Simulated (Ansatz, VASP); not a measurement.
**Si3N4 in VASP and in Ansatz**

```
CELL_PARAMETERS angstrom
0.00000 3.83825 3.83825
3.83825 0.00000 3.83825
3.83825 3.83825 0.00000
ATOMIC_POSITIONS crystal
Si 0.12500 0.12500 0.12500
Si 0.62500 0.12500 0.12500
Si 0.12500 0.12500 0.62500
Si 0.12500 0.62500 0.12500
Si 0.50000 0.50000 0.50000
Si 0.75000 0.75000 0.75000
N 0.88240 0.88240 0.88240
N 0.89720 0.36760 0.36760
N 0.88240 0.88240 0.35280
N 0.36760 0.89720 0.36760
N 0.35280 0.88240 0.88240
N 0.36760 0.36760 0.36760
N 0.88240 0.35280 0.88240
N 0.36760 0.36760 0.89720
```

Alike in both runs: task electric field gradients; functional PBE; k mesh 6 × 6 × 6; occupations fermi-dirac, width 0.02 eV; no spin polarisation.

|  | VASP | Ansatz |
| --- | --- | --- |
| version | VASP 6.6.1 | Ansatz 0.2.0 |
| potentials or method | VASP PAW PBE potentials, release 64 (Si, N) | plane-wave PAW, scalar-relativistic |
| plane-wave cutoff (eV) | 520 | 420 |
| valence electrons in the cell | 64 | 64 |

|  | VASP | Ansatz | Ansatz less VASP |
| --- | --- | --- | --- |
| gap on the k mesh at the Fermi level (eV) | 3.51 | 3.52 | +0.012 |
| pressure (GPa) | 13.9 | 14.2 | +0.21 |
| rms of the force components (eV/Å) | 0.056 | 0.053 | -0.0034 |
| size of Vzz on the site where it differs most (V/Å²) | 26.6 | 28.1 | +1.49 |

Atom by atom the forces differ by 0.003 eV/Å (rms over components). The functional is the same, so the differences come from potentials, cutoffs and numerics.
